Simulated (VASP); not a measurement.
Runs of VASP 6.6.1 on MgS. The structure is cubic, space group F-43m (No. 216). The conventional cell has a = 5.662 Å, b = 5.662 Å, c = 5.662 Å, α = 90.00°, β = 90.00°, γ = 90.00°. Mg (site symmetry -43m) has 4 S at 2.45 Å within 3.2 Å. Within 3.2 Å of S (site symmetry -43m) lie 4 Mg at 2.45 Å. 

| task | level | potentials or basis | k mesh | cutoff (eV) | grid for exact exchange (PRECFOCK) | screening parameter | GW scheme | GW iterations | cutoff of the response function | gap on the mesh (eV) | pressure (GPa) |
| --- | --- | --- | --- | --- | --- | --- | --- | --- | --- | --- | --- |
| single point | r2SCAN | VASP PAW PBE potentials, release 64 (Mg, S) | 6 × 6 × 6 | 520 | - | - | - | - | - | 4.13 | -0.3 |
| single point | HSE06 | VASP PAW PBE potentials, release 64 (Mg, S) | 4 × 4 × 4 | 520 | Normal | 0.2079 1/Å | - | - | - | (a) | -0.1 |
| single point | r2SCAN | VASP PAW PBE potentials, release 64 (Mg, S) | 4 × 4 × 4 | 520 | - | - | - | - | - | 4.12 | -0.2 |
| single point | PBE | VASP PAW PBE potentials, release 64 (Mg, S) | 4 × 4 × 4 | 520 | - | - | - | - | - | 3.45 | 1.0 |
| single point | LDA | VASP PAW LDA potentials, release 64 (Mg, S) | 4 × 4 × 4 | 520 | - | - | - | - | - | 3.19 | (b) |

Alike in all rows: no spin polarisation; cell as given; smearing gaussian 0.01 eV.

Problem. Fill in the values left out.

Solution. (a) 4.52; (b) -2.3.

Caveats: some runs use coarse meshes; the PAW data sets were made with another functional, which shifts forces and pressure a little (some runs).

A k mesh can miss the band edges.
